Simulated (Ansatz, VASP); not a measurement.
**Two plane-wave programs on Re**

```
Re
1.0
     2.76080    0.00000    0.00000
    -1.38040    2.39092    0.00000
     0.00000    0.00000    4.45820
Re
2
Cartesian
  1.3804 0.7970 3.3436
  0.0000 1.5939 1.1145
```

Alike in both runs: functional LDA; k mesh 6 × 6 × 4; occupations fermi-dirac, width 0.05 eV; no spin polarisation.

```csv
,VASP,Ansatz
version,VASP 6.6.1,Ansatz 0.2.0
potentials or method,"VASP PAW LDA potentials, release 64 (Re)",Ansatz PAW
plane-wave cutoff (eV),520,420
valence electrons in the cell,14,30
task,single point,band structure
```

```tsv
	VASP	Ansatz	Ansatz less VASP
gap on the k mesh at the Fermi level (eV)	none	none	-
pressure (GPa)	-8.3	-9.4	-1.18
traceless stress, the component that is largest in VASP (GPa)	0.78	0.85	+0.065
```

LDA's correlation is that of Perdew and Zunger in VASP and of Perdew and Wang (1992) in Ansatz. A gap of «none» marks a metal or a gap that the smearing closes. VASP's potentials hold 14 valence electrons a cell and Ansatz's 30, so a difference there can come from the potentials and not from the codes.

The k mesh is coarse, so the values compare programs but aren't converged. Spin-orbit coupling is off throughout.
